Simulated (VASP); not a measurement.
Input of a VASP 6.6.1 run:

Contents of INCAR:

```
SYSTEM = Cr
ALGO = Normal
EDIFF = 1E-6
ENCUT = 520
GGA = CA
ISIF = 2
ISMEAR = -1
LASPH = .TRUE.
LCHARG = .FALSE.
LREAL = .FALSE.
LWAVE = .FALSE.
NBANDS = 12
NELM = 80
PREC = Accurate
SIGMA = 0.2
```

The input KPOINTS:

```
k-points
0
G
  16 16 16
  0 0 0
```

The input POSCAR:

```
Cr
1.0
   -1.3942485114      1.3942485114      1.3942485114
    1.3942485114     -1.3942485114      1.3942485114
    1.3942485114      1.3942485114     -1.3942485114
Cr
1
Direct
    0.0000000000      0.0000000000      0.0000000000
```

Potentials or basis: VASP PAW LDA potentials, release 64 (Cr_pv).

Run with:

```console
$ cat potpaw_LDA.64/Cr_pv/POTCAR > POTCAR
$ mpirun -np 1 vasp_std > vasp.out
```

Problem. Predict the pressure.

Solution. 0.8 GPa.

Problem. What does it give for the band gap on the k mesh?

Solution. Zero (band 6 reaches 14.45 eV, above the bottom of band 7 at 10.74 eV).

Caveat: the run has no spin polarisation, though such a crystal can be magnetic. Spin polarisation is off, so any magnetic state and its effect on volume and gap are missing.
